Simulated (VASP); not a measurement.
Crystal: Si2W.

```
W Si
1.0
    -1.61754    1.61754    3.94088
     1.61754   -1.61754    3.94088
     1.61754    1.61754   -3.94088
W Si
1 2
Direct
  0.00000 0.00000 0.00000
  0.66530 0.66530 0.00000
  0.33470 0.33470 0.00000
```

Base run:

* Program: VASP 6.6.1
* Functional: r2SCAN
* Potentials or basis: VASP PAW PBE potentials, release 64 (W_sv, Si)
* Cutoff: 520 eV
* k mesh: 12 × 12 × 12
* Occupations: fermi-dirac, width 0.05 eV
* Spin: no spin polarisation

Its results: band gap on the k mesh zero (bands 11 and 12 overlap by 1.31 eV); pressure -5.4 GPa; largest force 0.070 eV/Å.

The run is repeated on the same cell with these changes: functional from r2SCAN to PBE; further incar settings from ALGO = Normal; EDIFF = 1e-06; NBANDS = 18 to ALGO = Normal; EDIFF = 1e-07; NBANDS = 18. What comes out?

Band gap on the k mesh zero (bands 11 and 12 overlap by 1.27 eV); pressure -1.1 GPa; largest force 0.025 eV/Å.

Caveats: spin-orbit coupling is left out, which moves the levels of the heavy elements; the cell stands under tension (at least some runs); the PAW data sets were made with another functional, which shifts forces and pressure a little (at least some runs).
